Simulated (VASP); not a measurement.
# B (R32) in VASP: a series of runs, part 2 of 2

VASP 6.6.1. The steps go on from the part before.

### 3 Relaxation of cell and atoms, PBE

Input file INCAR:

```
ALGO = Normal
EDIFF = 1E-6
EDIFFG = -0.01
ENCUT = 600
GGA = PE
IBRION = 2
ISIF = 3
ISMEAR = 0
LASPH = T
LCHARG = F
LREAL = F
LWAVE = F
NELM = 100
NSW = 100
PREC = Accurate
SIGMA = 0.1
```

Input file KPOINTS:

```
k-points
0
Gamma
  12 12 12
```

Input file POSCAR:

```
B
1.0
    2.4555905373      1.4177358577      1.6618384822
   -2.4555905373      1.4177358577      1.6618384822
    0.0000000000     -2.8354717155      1.6618384822
B
5
Direct
    0.1804658072      0.1804658072      0.1804658072
    0.8195341928      0.8195341928      0.8195341928
    0.6638372524      0.3361627476      0.0000000000
    0.0000000000      0.6638372524      0.3361627476
    0.3361627476      0.0000000000      0.6638372524
```

Potentials or basis: VASP PAW PBE potentials, release 64 (B).

Launch:

```bash
> cat potpaw_PBE.64/B/POTCAR > POTCAR
> mpirun -np 1 vasp_std > vasp.out
```

OUTCAR:

```text
EDIFF = 1E-6
   EDIFFG = -0.01
   ENCUT = 600
   GGA = PE
   IBRION = 2
   ISIF = 3
   ISMEAR = 0
   LASPH = T
   LREAL = F
   NELM = 100
   NSW = 100
   PREC = Accurate

 ion  position               nearest neighbor table
   1  0.180  0.180  0.180-   2 1.80   3 1.80   4 1.80   5 1.80   4 1.88   3 1.88   5 1.88
   2  0.820  0.820  0.820-   1 1.80   3 1.80   5 1.80   4 1.80   5 1.88   3 1.88   4 1.88
   3  0.664  0.336  0.000-   4 1.66   5 1.66   1 1.80   2 1.80   1 1.88   2 1.88
   4  0.000  0.664  0.336-   5 1.66   3 1.66   1 1.80   2 1.80   1 1.88   2 1.88
   5  0.336  0.000  0.664-   4 1.66   3 1.66   2 1.80   1 1.80   2 1.88   1 1.88

  LATTYP: Found a trigonal (rhomboedric) cell.
 ALAT       =     3.2865798317
 COS(alpha) =    -0.1164866288

  Lattice vectors:

 A1 = (   2.4555905373,   1.4177358577,   1.6618384822)
 A2 = (  -2.4555905373,   1.4177358577,   1.6618384822)
 A3 = (   0.0000000000,  -2.8354717155,   1.6618384822)

Analysis of symmetry for initial positions (statically):
[... 354 lines left out ...]
 k-point     1 :       0.0000    0.0000    0.0000
  band No.  band energies     occupation
      1      -9.4289      2.00000
      2      -0.8034      2.00000
      3      -0.8034      2.00000
      4       1.1646      2.00000
      5       2.0551      2.00000
      6       3.7674      2.00000
      7       3.7674      2.00000
      8       6.8255      0.00022
      9       6.8255      0.00022
     10      13.0560      0.00000
     11      13.0560      0.00000
[... 309 lines left out ...]
 k-point    24 :      -0.4167    0.1667   -0.0000
  band No.  band energies     occupation
      1      -7.5959      2.00000
      2      -4.9558      2.00000
      3      -0.6686      2.00000
      4       1.0251      2.00000
      5       2.1633      2.00000
      6       2.7880      2.00000
      7       4.5399      2.00000
      8       6.4693      1.82062
      9      10.5394      0.00000
     10      11.6784      0.00000
     11      12.7401      0.00000

 [... further k-points ...]
[... 5 lines left out ...]
  --------------------------------------------------------------------------------------
  -------------------------------------------------------------------------------------
  Total       -0.0204082     -0.0204082      0.0055879      0.0000000     -0.0000000      0.0000000
  in kB       -0.9422096     -0.9422096      0.2579816      0.0000000     -0.0000000      0.0000000
  external PRESSURE =      -0.5421459 kB  Pullay stress =       0.0000000 kB
[... 20 lines left out ...]
  FREE ENERGIE OF THE ION-ELECTRON SYSTEM (eV)
  ---------------------------------------------------
  free  energy   TOTEN  =       -32.6350439055 eV

  energy  without entropy=      -32.6312182936  energy(sigma->0) =      -32.63313110

 reached required accuracy - stopping structural energy minimisation
```

It took 3 min on 1 thread of AMD EPYC 7R43 (Zen 3), shared host; peak memory 0.16 GiB.

Results:

| Item | Value |
| --- | --- |
| Free energy | -32.6350 eV |
| Relaxed volume | 6.94 Å³/atom |
| Relaxed cell | a = 3.287 Å, b = 3.287 Å, c = 3.287 Å, α = 96.77°, β = 96.77°, γ = 96.77° |
| Space group after relaxing (to 0.05 Å) | R32 (No. 155) |
| Energy gained by relaxing | 0.1 meV/atom |
| Ionic steps | 5 |
| Pressure after relaxing | -0.1 GPa |
| Largest force after relaxing | 0.004 eV/Å |

Forces on the atoms (eV/Å):
```
B    0.000  0.000 -0.002
B    0.000  0.000  0.002
B    0.004  0.000  0.000
B   -0.002  0.003  0.000
B   -0.002 -0.003  0.000
```

The path:
```
step  energy change (eV)  largest force (eV/Å)  pressure (GPa)  volume (Å³)
   1              0.0000                0.0359           -0.33        34.71
   2             -0.0003                0.0301            0.46        34.64
   3             -0.0004                0.0277            0.21        34.66
   4             -0.0005                0.0115            0.03        34.69
   5             -0.0005                0.0036           -0.05        34.70
```

Final structure:
```yaml
crystal:
  lattice:
    - [2.45747, 1.41882, 1.65883]
    - [-2.45747, 1.41882, 1.65883]
    - [0.00000, -2.83764, 1.65883]
  atoms:
    - { symbol: B, position: [0.18095, 0.18095, 0.18095] }
    - { symbol: B, position: [0.81905, 0.81905, 0.81905] }
    - { symbol: B, position: [0.66458, 0.33542, 0.00000] }
    - { symbol: B, position: [0.00000, 0.66458, 0.33542] }
    - { symbol: B, position: [0.33542, 0.00000, 0.66458] }
```
